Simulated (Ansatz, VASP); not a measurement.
**Mn: VASP beside Ansatz**

Contents of INCAR:

```
PREC = Accurate
ENCUT = 500
EDIFF = 1E-7
ISMEAR = 0
SIGMA = 0.1
LREAL = False
LASPH = True
NELM = 120
ALGO = Normal
ISIF = 3
LWAVE = False
LCHARG = False
GGA = PS
IBRION = 2
NSW = 80
EDIFFG = -0.05
GGA_COMPAT = False
NELMIN = 4
```

Contents of KPOINTS:

```
regular mesh
0
Gamma
  12 12 6
```

Contents of POSCAR:

```
Mn
1.0
    2.6101035807      0.0000000000      0.0000000000
   -1.3050517904      2.2604160074      0.0000000000
    0.0000000000      0.0000000000      4.2627114095
Mn
2
Direct
    0.3333333333      0.6666666667      0.2500000000
    0.6666666667      0.3333333333      0.7500000000
```

Input for Ansatz:

```yaml
crystal:
  lattice:
    - [2.6101035807, 0.0, 0.0]
    - [-1.3050517904, 2.2604160074, 0.0]
    - [0.0, 0.0, 4.2627114095]
  atoms:
    - { symbol: Mn, position: [0.3333333333, 0.6666666667, 0.25] }
    - { symbol: Mn, position: [0.6666666667, 0.3333333333, 0.75] }
basis:
  ecutwfc: 420
kpoints:
  mp_grid: { grid: [12, 12, 6] }
hamiltonian:
  xc: pbesol
scf:
  occupations: { method: gaussian, width: 0.1 }
output:
  forces: true
  stress: true
  eigenvalues: true
relax:
  adjacent_minimum: "off"
  f_tol: 0.05
  max_steps: 60
  cell: { stress_tol: 0.5 }
```

Alike in both runs: task relaxation of cell and atoms; functional PBEsol; k mesh 12 × 12 × 6; occupations gaussian, width 0.1 eV; no spin polarisation.

|  | VASP | Ansatz |
| --- | --- | --- |
| version | VASP 6.6.1 | Ansatz 0.2.0 |
| potentials or method | VASP PAW PBE potentials, release 64 (Mn_pv), cutoff 500 eV | scalar-relativistic, plane waves, PAW |
| valence electrons in the cell | 26 | 30 |

```csv
,VASP,Ansatz,Ansatz less VASP
"gap on the k mesh at the Fermi level, each at its own relaxed structure (eV)",none,none,-
relaxed volume (Å³/atom),10.32,10.34,+0.015
relaxed cell length with the largest relative difference (Å),3.971,3.975,+0.0032
```

VASP's potentials were made for PBE, not for PBEsol. A gap of «none» marks a metal or a gap that the smearing closes. VASP's potentials hold 26 valence electrons a cell and Ansatz's 30, so a difference there can come from the potentials and not from the codes.

Noted on VASP's run: the volume moved by over 15 % at a fixed basis, so the end points are rough.
